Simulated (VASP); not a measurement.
# BN (P1) in VASP: further runs, part 2 of 2

VASP 6.6.1. Earlier steps stand in the parts before.

### 3 Single point, r2SCAN

File POSCAR:

```
BN
1.0
    2.5080409200      0.0000000000      0.0000000000
   -1.2467107600      2.1762310400      0.0000000000
   -0.6306650800     -1.0881155200      3.0225400000
B N
1 1
Direct
    0.9796430000      0.9834990000      0.0018060000
    0.6685060000      0.3323850000      0.9849990000
```

File INCAR.step1:

```
SYSTEM = BN
PREC = Accurate ; ENCUT = 520
ISMEAR = 1 ; SIGMA = 0.05
LREAL = .FALSE. ; LASPH = .TRUE.
NELM = 80 ; NBANDS = 11
GGA = PE ; ALGO = Normal
EDIFF = 1E-4 ; LWAVE = .TRUE.
LCHARG = .FALSE.
```

File INCAR.step2:

```
SYSTEM = BN
PREC = Accurate ; ENCUT = 520
EDIFF = 1E-6 ; ISMEAR = 1
SIGMA = 0.05 ; LREAL = .FALSE.
LASPH = .TRUE. ; NELM = 80
ALGO = Normal ; ISIF = 2
LWAVE = .FALSE. ; LCHARG = .FALSE.
METAGGA = R2SCAN ; LMIXTAU = .TRUE.
NBANDS = 11 ; ISTART = 1
```

File KPOINTS:

```
regular mesh
0
G
  5 5 5
  0 0 0
```

Potentials or basis: VASP PAW PBE potentials, release 64 (B, N).

Command:

```console
$ cat potpaw_PBE.64/B/POTCAR potpaw_PBE.64/N/POTCAR > POTCAR
$ cp INCAR.step1 INCAR
$ mpirun -np 1 vasp_std > vasp.out
$ cp INCAR.step2 INCAR
$ mpirun -np 1 vasp_std > vasp.out
```

OUTCAR:

```text
SYSTEM = BN
   PREC = Accurate
   ENCUT = 520
   EDIFF = 1E-6
   ISMEAR = 1
   LREAL = .FALSE.
   LASPH = .TRUE.
   NELM = 80
   ISIF = 2
   METAGGA = R2SCAN
   ISTART = 1

 ion  position               nearest neighbor table
   1  0.980  0.983  0.002-   2 1.40   2 1.43   2 1.52
   2  0.669  0.332  0.985-   1 1.40   1 1.43   1 1.52

  LATTYP: Found a face centered orthorhombic cell.
 ALAT       =     2.5153399993
 B/A-ratio  =     1.7253460737
 C/A-ratio  =     2.4032854412

  Lattice vectors:

 A1 = (  -1.8773758400,   1.0881155200,   3.0225400000)
 A2 = (   0.6306650800,   1.0881155200,   3.0225400000)
 A3 = (  -1.2467107600,   2.1762310400,   0.0000000000)

Analysis of symmetry for initial positions (statically):
=====================================================================
 Subroutine PRICEL returns:
 Original cell was already a primitive cell.

 Routine SETGRP: Setting up the symmetry group for a
 face centered orthorhombic supercell.

 Subroutine GETGRP returns: Found  1 space group operations
 (whereof  1 operations were pure point group operations)
 out of a pool of  8 trial point group operations.

The static configuration has the point symmetry C_1 .
[... 172 lines left out ...]
      3       0.6353      2.00000
      4       2.3398      2.00000
      5       9.1550      0.00000
      6      14.0989      0.00000
      7      16.2120      0.00000
      8      17.3540      0.00000
      9      18.9768      0.00000
     10      29.9731      0.00000
     11      31.4353      0.00000
[... 309 lines left out ...]
 k-point    24 :       0.0000    0.0000    0.2000
  band No.  band energies     occupation
      1     -15.9160      2.00000
      2      -2.0626      2.00000
      3       0.6282      2.00000
      4       2.3241      2.00000
      5      11.2401      0.00000
      6      14.0162      0.00000
      7      16.2134      0.00000
      8      17.0982      0.00000
      9      19.7072      0.00000
     10      29.3587      0.00000
     11      32.5273      0.00000

 [... further k-points ...]

------------------------ aborting loop because EDIFF is reached ----------------------------------------

  FORCE on cell =-STRESS in cart. coord.  units (eV):
  Direction    XX          YY          ZZ          XY          YZ          ZX
  --------------------------------------------------------------------------------------
  -------------------------------------------------------------------------------------
  Total       -0.7059299      0.4386230      0.6321814     -0.4654182      0.1201323      0.0571745
  in kB      -68.5583716     42.5981041     61.3960730    -45.2003947     11.6669880      5.5526652
  external PRESSURE =      11.8119352 kB  Pullay stress =       0.0000000 kB

 VOLUME and BASIS-vectors are now :
 -----------------------------------------------------------------------------
  energy-cutoff  :      520.00
  volume of cell :       16.50
      direct lattice vectors                 reciprocal lattice vectors
     2.508040920  0.000000000  0.000000000     0.398717578  0.228415772  0.165423783
    -1.246710760  2.176231040  0.000000000     0.000000000  0.459510034  0.165423783
    -0.630665080 -1.088115520  3.022540000     0.000000000  0.000000000  0.330847565

 POSITION                                       TOTAL-FORCE (eV/Angst)
 -----------------------------------------------------------------------------------
      1.22971      2.13836      0.00546         1.658838      2.082361     -0.628861
      0.64105     -0.34845      2.97720        -1.658838     -2.082361      0.628861
 -----------------------------------------------------------------------------------
    total drift:                               -0.000339      0.000148     -0.000127

  FREE ENERGIE OF THE ION-ELECTRON SYSTEM (eV)
  ---------------------------------------------------
  free  energy   TOTEN  =       -19.1355633573 eV

  energy  without entropy=      -19.1356568228  energy(sigma->0) =      -19.13559451
```

OUTCAR.step1:

```text
SYSTEM = BN
   PREC = Accurate
   ENCUT = 520
   ISMEAR = 1
   LREAL = .FALSE.
   LASPH = .TRUE.
[... 559 lines left out ...]
      1.22971      2.13836      0.00546         1.665836      2.080716     -0.591121
      0.64105     -0.34845      2.97720        -1.665836     -2.080716      0.591121
 -----------------------------------------------------------------------------------
    total drift:                               -0.000367     -0.000022     -0.000335

  FREE ENERGIE OF THE ION-ELECTRON SYSTEM (eV)
  ---------------------------------------------------
  free  energy   TOTEN  =       -17.4002749149 eV

  energy  without entropy=      -17.4003686402  energy(sigma->0) =      -17.40030616
```

Run time: 26 s. Hardware: 1 thread of Intel Xeon Platinum 8488C (Sapphire Rapids), shared host; peak memory 0.13 GiB.

Results:

```yaml
Free_energy: -19.1356 eV
Pressure: 1.2 GPa
Largest_force: 2.736 eV/Å
Band_gap_on_the_k_mesh: 3.85 eV, indirect (least direct gap 5.40 eV)
```

Forces in eV/Å, atoms in the order of the input:
```
B    1.659  2.082 -0.629
N   -1.659 -2.082  0.629
```

Caveat: the k points lie up to 0.61 Å⁻¹ apart; the PAW data sets were made with another functional, which shifts forces and pressure a little. A k mesh can miss the band edges.

### 4 Single point, r2SCAN

POSCAR is that of step 3.

File INCAR.step1:

```
ALGO = Normal ; EDIFF = 1E-4
ENCUT = 520 ; GGA = PE
ISMEAR = 1 ; LASPH = True
LCHARG = False ; LREAL = False
LWAVE = True ; NBANDS = 11
NELM = 60 ; PREC = Accurate
SIGMA = 0.05
```

File INCAR.step2:

```
ALGO = Normal ; EDIFF = 1E-6
ENCUT = 520 ; ISIF = 2
ISMEAR = 1 ; ISTART = 1
LASPH = True ; LCHARG = True
LELF = True ; LMIXTAU = True
LREAL = False ; LVHAR = True
LWAVE = False ; METAGGA = R2SCAN
NBANDS = 11 ; NELM = 60
PREC = Accurate ; SIGMA = 0.05
```

File KPOINTS:

```
k-points
0
Gamma
  6 6 6
```

Command:

```console
$ cat potpaw_PBE.64/B/POTCAR potpaw_PBE.64/N/POTCAR > POTCAR
$ cp INCAR.step1 INCAR
$ mpirun -np 1 vasp_std > vasp.out
$ cp INCAR.step2 INCAR
$ mpirun -np 1 vasp_std > vasp.out
```

It took 48 s on 1 thread of Intel Xeon Platinum 8488C (Sapphire Rapids), shared host; peak memory 0.14 GiB.

Results (log left out):

| Quantity | Value |
| --- | --- |
| Free energy | -19.1414 eV |
| Pressure | 1.2 GPa |
| Largest force | 2.729 eV/Å |
| Band gap on the k mesh | 3.45 eV, indirect (least direct gap 5.16 eV) |

Forces on the atoms (eV/Å):
```
B    1.650  2.081 -0.629
N   -1.650 -2.081  0.629
```

Stress tensor (GPa, compression positive):
```
-6.95 -4.51  0.56
-4.51  4.17  1.17
 0.56  1.17  6.22
```

Levels at points of the mesh, in eV from the valence-band top:
| k point | band 2 | band 3 | band 4 | band 5 | band 6 | band 7 |
| --- | --- | --- | --- | --- | --- | --- |
| (0.00, 0.00, 0.00) | -3.75 | -2.42 | -0.72 | 6.10 | 11.05 | 13.16 |
| (0.50, 0.00, 0.00) | -9.31 | -4.92 | -1.48 | 5.64 | 10.27 | 14.66 |
| (0.00, 0.50, 0.50) | -9.59 | -4.11 | -1.06 | 4.73 | 10.34 | 14.82 |
| (0.00, 0.50, 0.00) | -9.60 | -4.12 | -0.97 | 4.50 | 10.41 | 14.97 |
| (0.50, 0.00, 0.50) | -9.32 | -4.92 | -1.38 | 5.30 | 10.31 | 14.94 |
| (0.50, 0.50, 0.00) | -9.77 | -4.28 | 0.00 | 7.12 | 9.83 | 13.35 |
| (0.00, 0.00, 0.50) | -7.07 | -2.44 | -0.76 | 10.74 | 11.78 | 13.13 |
| (0.50, 0.50, 0.50) | -9.23 | -4.44 | -2.12 | 3.45 | 9.92 | 16.68 |

Caveat: the k points lie up to 0.51 Å⁻¹ apart; the PAW data sets were made with another functional, which shifts forces and pressure a little.

### 5 Single point, r2SCAN

POSCAR is that of step 4.

File INCAR.step1:

```
SYSTEM = BN
PREC = Accurate
ENCUT = 520
ISMEAR = 1
SIGMA = 0.05
LREAL = .FALSE.
LASPH = .TRUE.
NELM = 60
NBANDS = 11
GGA = PE
ALGO = Normal
EDIFF = 1E-4
LWAVE = .TRUE.
LCHARG = .FALSE.
```

File INCAR.step2:

```
SYSTEM = BN
PREC = Accurate
ENCUT = 520
EDIFF = 1E-6
ISMEAR = 1
SIGMA = 0.05
LREAL = .FALSE.
LASPH = .TRUE.
NELM = 60
ALGO = Normal
ISIF = 2
LWAVE = .FALSE.
LCHARG = .TRUE.
METAGGA = R2SCAN
LMIXTAU = .TRUE.
LELF = .TRUE.
LVHAR = .TRUE.
NBANDS = 11
ISTART = 1
```

File KPOINTS:

```
Automatic mesh
0
G
  7 7 7
  0 0 0
```

Command:

```console
$ cat potpaw_PBE.64/B/POTCAR potpaw_PBE.64/N/POTCAR > POTCAR
$ cp INCAR.step1 INCAR
$ mpirun -np 1 vasp_std > vasp.out
$ cp INCAR.step2 INCAR
$ mpirun -np 1 vasp_std > vasp.out
```

It took 67 s on 1 thread of Intel Xeon Platinum 8488C (Sapphire Rapids), shared host; peak memory 0.15 GiB.

Results (log left out):

```yaml
Free_energy: -19.1419 eV
Pressure: 1.2 GPa
Largest_force: 2.729 eV/Å
Band_gap_on_the_k_mesh: 3.65 eV, indirect (least direct gap 5.48 eV)
```

Forces in eV/Å, atoms in the order of the input:
```
B    1.652  2.080 -0.629
N   -1.652 -2.080  0.629
```

Stress tensor (GPa, compression positive):
```
-6.93 -4.55  0.57
-4.55  4.20  1.17
 0.57  1.17  6.21
```

Levels at points of the mesh, in eV from the valence-band top:
```tsv
k point	band 1	band 2	band 3	band 4	band 5	band 6	band 7	band 8	band 9
(0.00, 0.00, 0.00)	-19.20	-3.80	-2.47	-0.76	6.06	11.00	13.11	14.25	15.88
```

Caveat: the k points lie up to 0.44 Å⁻¹ apart; the PAW data sets were made with another functional, which shifts forces and pressure a little.

### 6 Single point, r2SCAN

POSCAR is that of step 5.

File INCAR.step1:

```
  ALGO = Normal
  EDIFF = 1E-4
  ENCUT = 520
  GGA = PE
  ISMEAR = 1
  LASPH = True
  LCHARG = False
  LREAL = False
  LWAVE = True
  NBANDS = 11
  NELM = 60
  PREC = Accurate
  SIGMA = 0.05
```

File INCAR.step2:

```
  ALGO = Normal
  EDIFF = 1E-7
  ENCUT = 520
  ISIF = 2
  ISMEAR = 1
  ISTART = 1
  LASPH = True
  LCHARG = False
  LMIXTAU = True
  LREAL = False
  LWAVE = False
  METAGGA = R2SCAN
  NBANDS = 11
  NELM = 60
  PREC = Accurate
  SIGMA = 0.05
```

File KPOINTS:

```
k-points
0
Gamma
  9 9 9
```

Potentials or basis: VASP PAW PBE potentials, release 64 (B, N).

Command:

```console
$ cat potpaw_PBE.64/B/POTCAR potpaw_PBE.64/N/POTCAR > POTCAR
$ cp INCAR.step1 INCAR
$ mpirun -np 1 vasp_std > vasp.out
$ cp INCAR.step2 INCAR
$ mpirun -np 1 vasp_std > vasp.out
```

It took 2.4 min on 1 thread of Intel Xeon Platinum 8488C (Sapphire Rapids), shared host; peak memory 0.18 GiB.

The run converged. Its results:

```
Free energy            : -19.1421 eV
Pressure               : 1.2 GPa
Largest force          : 2.728 eV/Å
Band gap on the k mesh : 3.47 eV, indirect (least direct gap 5.16 eV)
```

Forces in eV/Å, atoms in the order of the input:
```
B    1.650  2.080 -0.629
N   -1.650 -2.080  0.629
```

Stress tensor (GPa, compression positive):
```
-6.94 -4.52  0.56
-4.52  4.20  1.17
 0.56  1.17  6.19
```

Levels at points of the mesh, in eV from the valence-band top:
```
           k point  band 1  band 2  band 3  band 4  band 5  band 6  band 7  band 8  band 9
(0.00, 0.00, 0.00)  -19.29   -3.89   -2.56   -0.85    5.96   10.91   13.02   14.16   15.79
```

Caveat: the PAW data sets were made with another functional, which shifts forces and pressure a little. A k mesh can miss the band edges.

### 7 Summary

```csv
k mesh,gap on the mesh (eV),pressure (GPa),largest force (eV/Å)
4 × 4 × 4,3.45,1.1,2.77
5 × 5 × 5,3.85,1.2,2.74
6 × 6 × 6,3.45,1.2,2.73
7 × 7 × 7,3.65,1.2,2.73
9 × 9 × 9,3.47,1.2,2.73
```

Alike in all rows: task single point; level r2SCAN; potentials or basis VASP PAW PBE potentials, release 64 (B, N); no spin polarisation; cell as given; cutoff (eV) 520; smearing methfessel-paxton 0.05 eV.

Caveats: some runs use coarse meshes; the PAW data sets were made with another functional, which shifts forces and pressure a little.

Absolute energies hang on the potentials; compare differences alone.
